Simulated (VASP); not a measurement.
# B2O (P-3m1) in VASP: notebook

The runs below take B2O through single point, with LDA.

Program: VASP 6.6.1. These are calculated values, not measurements. Logs are shortened: lines on timing, memory, paths and dates and some standing lists are left out, and cuts for length are marked.

## (1) The cell of the first run

The structure is trigonal, space group P-3m1 (No. 164). The conventional cell has a = 2.879 Å, b = 2.879 Å, c = 7.052 Å, α = 90.00°, β = 90.00°, γ = 120.00°. Within 2.3 Å of B (site symmetry 3m) lie 1 B at 1.69 Å and 3 O at 1.74 Å. B (site symmetry 3m) has 3 B at 1.69 Å and 1 O at 2.00 Å within 2.3 Å. O (site symmetry 3m) has 4 B at 1.74 to 2.00 Å within 2.3 Å.

## (2) Single point, LDA

Input file INCAR:

```
SYSTEM = B2O
ALGO     = Normal         ! electronic algorithm
EDIFF    = 1E-6           ! SCF threshold, eV
ENCUT    = 520            ! plane-wave cutoff, eV
GGA      = CA             ! functional
ISIF     = 2              ! what is computed and relaxed
ISMEAR   = 1              ! smearing method
LASPH    = .TRUE.         ! aspherical terms in the spheres
LCHARG   = .FALSE.        ! write CHGCAR
LREAL    = .FALSE.        ! projectors in reciprocal space
LWAVE    = .FALSE.        ! write WAVECAR
NBANDS   = 21             ! bands
NELM     = 100            ! most SCF steps
PREC     = Accurate       ! precision mode
SIGMA    = 0.5            ! smearing width, eV
```

Input file KPOINTS:

```
k-points
0
G
  9 9 4
  0 0 0
```

Input file POSCAR:

```
B2O
1.0
    2.8790000000      0.0000000000      0.0000000000
   -1.4395000000      2.4932871400      0.0000000000
    0.0000000000      0.0000000000      7.0520000000
B O
4 2
Direct
    0.0000000000      0.0000000000      0.3800000000
    0.0000000000      0.0000000000      0.6200000000
    0.6666666667      0.3333333333      0.0230000000
    0.3333333333      0.6666666667      0.9770000000
    0.6666666667      0.3333333333      0.3060000000
    0.3333333333      0.6666666667      0.6940000000
```

Potentials or basis: VASP PAW LDA potentials, release 64 (B, O).

Run with:

```console
$ cat potpaw_LDA.64/B/POTCAR potpaw_LDA.64/O/POTCAR > POTCAR
$ mpirun -np 1 vasp_std > vasp.out
```

OUTCAR:

```text
SYSTEM = B2O
   EDIFF = 1E-6
   ENCUT = 520
   GGA = CA
   ISIF = 2
   ISMEAR = 1
   LASPH = .TRUE.
   LREAL = .FALSE.
   NELM = 100
   PREC = Accurate

 ion  position               nearest neighbor table
   1  0.000  0.000  0.380-   2 1.69   5 1.74   5 1.74   5 1.74
   2  0.000  0.000  0.620-   1 1.69   6 1.74   6 1.74   6 1.74
   3  0.667  0.333  0.023-   4 1.69   4 1.69   4 1.69   5 2.00
   4  0.333  0.667  0.977-   3 1.69   3 1.69   3 1.69   6 2.00
   5  0.667  0.333  0.306-   1 1.74   1 1.74   1 1.74   3 2.00
   6  0.333  0.667  0.694-   2 1.74   2 1.74   2 1.74   4 2.00

  LATTYP: Found a hexagonal cell.
 ALAT       =     2.8790000000
 C/A-ratio  =     2.4494616186

  Lattice vectors:

 A1 = (   2.8790000000,   0.0000000000,   0.0000000000)
 A2 = (  -1.4395000000,   2.4932871400,   0.0000000000)
 A3 = (   0.0000000000,   0.0000000000,   7.0520000000)

Analysis of symmetry for initial positions (statically):
=====================================================================
 Subroutine PRICEL returns:
 Original cell was already a primitive cell.

 Routine SETGRP: Setting up the symmetry group for a
 hexagonal supercell.

 Subroutine GETGRP returns: Found 12 space group operations
 (whereof 12 operations were pure point group operations)
 out of a pool of 24 trial point group operations.

The static configuration has the point symmetry D_3d.

Analysis of symmetry for dynamics (positions and initial velocities):
=====================================================================
 Subroutine PRICEL returns:
 Original cell was already a primitive cell.

 Routine SETGRP: Setting up the symmetry group for a
 hexagonal supercell.

 Subroutine GETGRP returns: Found 12 space group operations
 (whereof 12 operations were pure point group operations)
 out of a pool of 24 trial point group operations.

The dynamic configuration has the point symmetry D_3d.

 Subroutine INISYM returns: Found 12 space group operations
 (whereof 12 operations are pure point group operations),
 and found     1 'primitive' translations

----------------------------------------------------------------------------------------

                                     Primitive cell

  volume of cell :      50.6205

  direct lattice vectors                    reciprocal lattice vectors
[... 92 lines left out ...]
   LASPH  =      T    aspherical Exc in radial PAW
   ENCUT  =  520.0 eV  38.22 Ry    6.18 a.u.   5.35  5.35 13.11*2*pi/ulx,y,z
   NELM   =    100;   NELMIN=  2; NELMDL= -5     # of ELM steps
   EDIFF  = 0.1E-05   stopping-criterion for ELM
   LREAL  =      F    real-space projection
   EDIFFG = 0.1E-04   stopping-criterion for IOM
   NSW    =      0    number of steps for IOM
   IBRION =     -1    ionic relax: 0-MD 1-quasi-New 2-CG
   NFREE  =      0    steps in history (QN), initial steepest desc. (CG)
   ISIF   =      2    stress and relaxation
   ISYM   =      2    0-nonsym 1-usesym 2-fastsym
   POTIM  = 0.5000    time-step for ionic-motion
   TEBEG  =    0.0;   TEEND  =   0.0 temperature during run
   PSTRESS=    0.0 pullay stress
   NELECT =      24.0000    total number of electrons
   NUPDOWN=      -1.0000    fix difference up-down
   EMIN   =  10.00;   EMAX   =-10.00  energy-range for DOS
   EFERMI =   0.00;   METHOD = LEGACY
   ISMEAR =     1;   SIGMA  =   0.50  broadening in eV -4-tet -1-fermi 0-gaus
   EFERMI_NEDOS =   21; number of points for ismear=-14 and -15
   IALGO  =     38    algorithm
   IMIX   =      4    mixing-type and parameters
     AMIX     =   0.40;   BMIX     =  1.00
     AMIX_MAG =   1.60;   BMIX_MAG =  1.00
  volume/ion in A,a.u.               =       8.44        56.93
  Fermi-wavevector in a.u.,A,eV,Ry     =   1.276546  2.412322 22.171644  1.629570
  Thomas-Fermi vector in A             =   2.409196
   LORBIT       =      0    0 simple, 1 ext, 2 COOP (PROOUT), +10 PAW based schemes
   GGA     = CA    functional components
   LHFCALC =     F    Hartree Fock is set to
   AEXX    =    0.0000 exact exchange contribution
   IVDW    =     0    specifies the selected vdW correction
   LEPSILON=     F    determine dielectric tensor
   LRPA    =     F    only Hartree local field effects (RPA)
 non-spin polarized calculation
 Methfessel and Paxton  Order N= 1 SIGMA  =   0.50
  energy-cutoff  :      520.00
  volume of cell :       50.62
 maximum number of plane-waves:      1384
 NGX is ok and might be reduce to    24
   NGX = 11   NGY = 11   NGZ = 27

 number of electron      23.9999995 magnetization

 Free energy of the ion-electron system (eV)
  ---------------------------------------------------
  ext. energy  EPLUGINS =         0.00000000
  ---------------------------------------------------
  free energy    TOTEN  =       -42.20979800 eV

  energy without entropy =      -42.20090687  energy(sigma->0) =      -42.20683429

 E-fermi :   6.0244     XC(G=0): -11.3748

 val. band max:        6.0026259753   @ k =   0.2222  -0.0000   0.0000
 cond. band min:       6.0399224903   @ k =   0.0000   0.0000   0.5000
 fundamental gap:      0.0372965150
 Fermi energy:         6.0244123581

 k-point     1 :       0.0000    0.0000    0.0000
  band No.  band energies     occupation
      1     -17.1561      2.00000
      2     -16.6211      2.00000
      3      -6.3837      2.00000
      4      -3.4509      2.00000
      5      -2.0846      2.00000
      6      -0.9038      2.00000
[... 565 lines left out ...]
     20      13.6134     -0.00000
     21      15.3730     -0.00000

 [... further k-points ...]
[... 5 lines left out ...]
  --------------------------------------------------------------------------------------
  -------------------------------------------------------------------------------------
  Total      -11.7267715    -11.7267715     -2.5519685     -0.0000000      0.0000000      0.0000000
  in kB     -371.1613792   -371.1613799    -80.7717764     -0.0000000      0.0000000      0.0000000
  external PRESSURE =    -274.3648452 kB  Pullay stress =       0.0000000 kB

 VOLUME and BASIS-vectors are now :
 -----------------------------------------------------------------------------
  energy-cutoff  :      520.00
  volume of cell :       50.62
      direct lattice vectors                 reciprocal lattice vectors
     2.879000000  0.000000000  0.000000000     0.347342827  0.200538475  0.000000000
    -1.439500000  2.493287140  0.000000000     0.000000000  0.401076949  0.000000000
     0.000000000  0.000000000  7.052000000     0.000000000  0.000000000  0.141803744

 POSITION                                       TOTAL-FORCE (eV/Angst)
 -----------------------------------------------------------------------------------
      0.00000      0.00000      2.67976        -0.000000     -0.000000     -0.033676
      0.00000      0.00000      4.37224         0.000000      0.000000      0.033676
      1.43950      0.83110      0.16220         0.000000      0.000000      0.103954
     -0.00000      1.66219      6.88980         0.000000     -0.000000     -0.103954
      1.43950      0.83110      2.15791         0.000000     -0.000000     -0.090284
     -0.00000      1.66219      4.89409        -0.000000      0.000000      0.090284
 -----------------------------------------------------------------------------------
    total drift:                                0.000000     -0.000000      0.000000

  FREE ENERGIE OF THE ION-ELECTRON SYSTEM (eV)
  ---------------------------------------------------
  free  energy   TOTEN  =       -42.2097979989 eV

  energy  without entropy=      -42.2009068675  energy(sigma->0) =      -42.20683429
```

stdout:

```text
POSCAR found type information on POSCAR B O
 POSCAR found :  2 types and       6 ions
 scaLAPACK will be used
 LDA part: xc-table for (Slater(with rela. corr.)+CA(PZ))
 , standard interpolation
 POSCAR, INCAR and KPOINTS ok, starting setup
 FFT: planning ... GRIDC
 FFT: planning ... GRID_SOFT
 FFT: planning ... GRID
 WAVECAR not read
 entering main loop
```

Run time: 22 s. Hardware: 1 thread of Intel Xeon 6975P-C (Granite Rapids), shared host; peak memory 0.16 GiB.

Results:

- Free energy: -42.2098 eV
- Pressure: -27.4 GPa
- Largest force: 0.104 eV/Å
- Band gap on the k mesh: zero (bands 12 and 13 overlap by 1.23 eV)

Forces in eV/Å, atoms in the order of the input:
```
B    0.000  0.000 -0.034
B    0.000  0.000  0.034
B    0.000  0.000  0.104
B    0.000  0.000 -0.104
O    0.000  0.000 -0.090
O    0.000  0.000  0.090
```

Stress tensor (GPa, compression positive):
```
-37.12   0.00   0.00
  0.00 -37.12   0.00
  0.00   0.00  -8.08
```

Levels at points of the mesh, in eV from the Fermi level:
| k point | band 8 | band 9 | band 10 | band 11 | band 12 | band 13 | band 14 | band 15 | band 16 | band 17 |
| --- | --- | --- | --- | --- | --- | --- | --- | --- | --- | --- |
| (0.00, 0.00, 0.00) | -6.80 | -6.80 | -3.00 | -1.33 | 0.54 | 1.09 | 1.66 | 1.66 | 2.50 | 2.50 |
| (0.00, 0.00, 0.50) | -6.79 | -5.75 | -5.00 | -0.35 | 0.02 | 1.31 | 1.54 | 1.54 | 2.67 | 2.67 |

Caveat: the cell stands under tension; so wide a smearing shifts energies and pressures.

## (3) Single point, LDA

Input file INCAR:

```
SYSTEM = B2O
PREC = Accurate
ENCUT = 520
EDIFF = 1E-7
ISMEAR = 1
SIGMA = 0.3
LREAL = .FALSE.
LASPH = .TRUE.
NELM = 100
ALGO = Normal
ISIF = 2
LWAVE = .FALSE.
LCHARG = .FALSE.
GGA = CA
NBANDS = 21
```

Input file KPOINTS:

```
Automatic mesh
0
G
  9 9 4
  0 0 0
```

POSCAR is that of step 2.

Potentials or basis: VASP PAW LDA potentials, release 64 (B, O).

Run with:

```console
$ cat potpaw_LDA.64/B/POTCAR potpaw_LDA.64/O/POTCAR > POTCAR
$ mpirun -np 1 vasp_std > vasp.out
```

Wall time 23 s (1 thread of Intel Xeon 6975P-C (Granite Rapids), shared host); peak memory 0.16 GiB.

It converged, with:

| Property | Result |
| --- | --- |
| Free energy | -42.2062 eV |
| Pressure | -27.4 GPa |
| Largest force | 0.137 eV/Å |
| Band gap on the k mesh | zero (bands 12 and 13 overlap by 1.24 eV) |

Forces on the atoms (eV/Å):
```
B    0.000  0.000  0.009
B    0.000  0.000 -0.009
B    0.000  0.000  0.137
B    0.000  0.000 -0.137
O    0.000  0.000 -0.087
O    0.000  0.000  0.087
```

Stress tensor (GPa, compression positive):
```
-37.22   0.00   0.00
  0.00 -37.22   0.00
  0.00   0.00  -7.89
```

Levels at points of the mesh, in eV from the Fermi level:
```tsv
k point	band 8	band 9	band 10	band 11	band 12	band 13	band 14	band 15	band 16	band 17
(0.00, 0.00, 0.00)	-6.81	-6.81	-3.02	-1.35	0.53	1.05	1.58	1.58	2.50	2.50
(0.00, 0.00, 0.50)	-6.80	-5.78	-5.02	-0.37	-0.01	1.28	1.47	1.47	2.66	2.66
```

Caveat: the cell stands under tension; so wide a smearing shifts energies and pressures.
